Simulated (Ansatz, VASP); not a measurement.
## KTaO3: VASP beside Ansatz

The input INCAR:

```
ALGO     = Normal         # electronic algorithm
EDIFF    = 1E-7           # SCF threshold, eV
ENCUT    = 520            # plane-wave cutoff, eV
GGA      = PS             # functional
ISIF     = 2              # what is computed and relaxed
ISMEAR   = 0              # smearing method
LASPH    = T              # aspherical terms in the spheres
LCHARG   = F              # write CHGCAR
LREAL    = F              # projectors in reciprocal space
LWAVE    = F              # write WAVECAR
NBANDS   = 27             # bands
NELM     = 80             # most SCF steps
PREC     = Accurate       # precision mode
SIGMA    = 0.05           # smearing width, eV
```

The input KPOINTS:

```
k-points
0
Gamma
  8 8 8
```

POSCAR

```
KTaO3
1.0
    4.2842599479      0.0000000000      0.0000000000
    0.0000000000      3.9853580911      0.0000000000
    0.0000000000      0.0000000000      4.2045527861
K Ta O
1 1 3
Direct
    0.5000000000      0.5000000000      0.5000000000
    0.0000000000      0.0000000000      0.0000000000
    0.5000000000      0.0000000000      0.0000000000
    0.0000000000      0.5000000000      0.0000000000
    0.0000000000      0.0000000000      0.5000000000
```

Input for Ansatz:

```yaml
crystal:
  lattice:
    - [4.2842599479, 0.0, 0.0]
    - [0.0, 3.9853580911, 0.0]
    - [0.0, 0.0, 4.2045527861]
  atoms:
    - { symbol: K, position: [0.5, 0.5, 0.5] }
    - { symbol: Ta, position: [0.0, 0.0, 0.0] }
    - { symbol: O, position: [0.5, 0.0, 0.0] }
    - { symbol: O, position: [0.0, 0.5, 0.0] }
    - { symbol: O, position: [0.0, 0.0, 0.5] }
basis:
  ecutwfc: 520.0
kpoints:
  mp_grid: { grid: [8, 8, 8] }
hamiltonian:
  xc: pbesol
  pseudopotentials: { kind: paw }
scf:
  occupations: { method: gaussian, width: 0.05 }
output:
  forces: true
  stress: true
  eigenvalues: true
```

Change from the starting cell: normal strain along x +0.0750, normal strain along z +0.0550.

Alike in both runs: task single point; functional PBEsol; k mesh 8 × 8 × 8; occupations gaussian, width 0.05 eV; no spin polarisation.

|  | VASP | Ansatz |
| --- | --- | --- |
| version | VASP 6.6.1 | Ansatz 0.2.0 |
| potentials or method | VASP PAW PBE potentials, release 64 (K_sv, Ta_pv, O), cutoff 520 eV | scalar-relativistic, plane waves, PAW |
| valence electrons in the cell | 38 | 40 |

Ansatz gave:

```
gap on the k mesh at the Fermi level (eV)                     : 1.74
least direct gap on the mesh (eV)                             : 2.34
pressure (GPa)                                                : -18.0
traceless stress, the component that is largest in VASP (GPa) : 10.18
```

Which values does VASP return?

gap on the k mesh at the Fermi level (eV): 1.70; least direct gap on the mesh (eV): 2.31; pressure (GPa): -17.7; traceless stress, the component that is largest in VASP (GPa): 10.35.

VASP's potentials were made for PBE, not for PBEsol. The functional is the same, so the differences come from potentials, cutoffs and numerics. VASP's potentials hold 38 valence electrons a cell and Ansatz's 40, so a difference there can come from the potentials and not from the codes.

Neither program's run includes spin-orbit coupling.
